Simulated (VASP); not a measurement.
A run of VASP 6.6.1:

Contents of INCAR:

```
PREC = Accurate ; ENCUT = 520
EDIFF = 1E-6 ; ISMEAR = -1
SIGMA = 0.03 ; LREAL = F
LASPH = T ; NELM = 80
ALGO = Normal ; ISIF = 2
LWAVE = F ; LCHARG = F
GGA = PE ; NBANDS = 16
```

Contents of KPOINTS:

```
Automatic mesh
0
Gamma
  11 11 11
```

File POSCAR:

```
InP
1.0
    0.0000000000      2.8550000000      2.7979000000
    2.8550000000      0.0000000000      2.7979000000
    2.8550000000      2.8550000000      0.0000000000
In P
1 1
Direct
    0.0000000000      0.0000000000      0.0000000000
    0.5000000000      0.5000000000      0.5000000000
```

Potentials or basis: VASP PAW PBE potentials, release 64 (In_d, P).

Command:

```console
$ cat potpaw_PBE.64/In_d/POTCAR potpaw_PBE.64/P/POTCAR > POTCAR
$ mpirun -np 1 vasp_std > vasp.out
```

Hardware: 1 thread of Intel Xeon 8259CL, with other jobs on the host.

Task: Estimate the wall time of this run.

Result: Wall time 110 s on 1 thread of Intel Xeon 8259CL, on a shared host, peak memory 0.23 GiB. Counts: scf iterations 12, k points 126.
